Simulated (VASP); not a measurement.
## Yb: single point with PBEsol

Yb:

```
Yb
1.0
    -2.02195    2.02195    2.02195
     2.02195   -2.02195    2.02195
     2.02195    2.02195   -2.02195
Yb
1
Direct
  0.00000 0.00000 0.00000
```

This isn't the form of Yb at room conditions, which is fcc.

```yaml
Program: VASP 6.6.1
Task: single point
Functional: PBEsol
Potentials_or_basis: VASP PAW PBE potentials, release 64 (Yb)
Cutoff: 520 eV
k_mesh: 13 × 13 × 13
Occupations: fermi-dirac, width 0.1 eV
Spin: no spin polarisation
```

| Item | Value |
| --- | --- |
| Pressure | -0.8 GPa |
| Band gap on the k mesh | zero (bands 12 and 13 overlap by 0.62 eV) |

Levels at points of the mesh, in eV from the Fermi level:
```csv
k point,band 8,band 9,band 10,band 11,band 12,band 13,band 14,band 15,band 16,band 17
"(0.00, 0.00, 0.00)",-0.60,-0.45,-0.45,-0.45,-0.42,2.92,2.92,2.92,4.99,4.99
```

Wall time 86 s on 1 thread of Intel(R) Xeon(R) Platinum 8259CL CPU @ 2.50GHz (Skylake/Cascade Lake), with other jobs on the host, peak memory 0.21 GiB.

Caveat: the PAW data sets were made with another functional, which shifts forces and pressure a little; spin-orbit coupling is left out, which moves the levels of the heavy elements. Spin polarisation is off, so any magnetic state and its effect on volume and gap are missing.
